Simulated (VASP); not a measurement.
Si, 2 atoms in the cell. It takes space group Fd-3m (No. 227, cubic). The conventional cell has a = 5.501 Å, b = 5.501 Å, c = 5.501 Å, α = 90.00°, β = 90.00°, γ = 90.00°. Within 3.1 Å of Si (site symmetry -43m) lie 4 Si at 2.38 Å. 

| Item | Value |
| --- | --- |
| Program | VASP 6.6.1 |
| Task | single point |
| Functional | PBE |
| Potentials or basis | VASP PAW PBE potentials, release 64 (Si) |
| Cutoff | 520 eV |
| k mesh | 8 × 8 × 8 |
| Occupations | gaussian, width 0.01 eV |
| Spin | no spin polarisation |
| Dipole correction | no |
| Further INCAR settings | ALGO = Normal; EDIFF = 1e-06; NBANDS = 11 |

Potentials or basis: VASP PAW PBE potentials, release 64 (Si).

Command:

```bash
$ cat potpaw_PBE.64/Si/POTCAR > POTCAR
$ mpirun -np 1 vasp_std > vasp.out
```

Hardware: 1 thread of Intel Xeon 8259CL, with other jobs on the host.

Task: How long does it take, and how much memory?

Result: It took 16 s on 1 thread of Intel Xeon 8259CL, on a shared host, peak memory 0.16 GiB. Counts: scf iterations 11, k points 29.
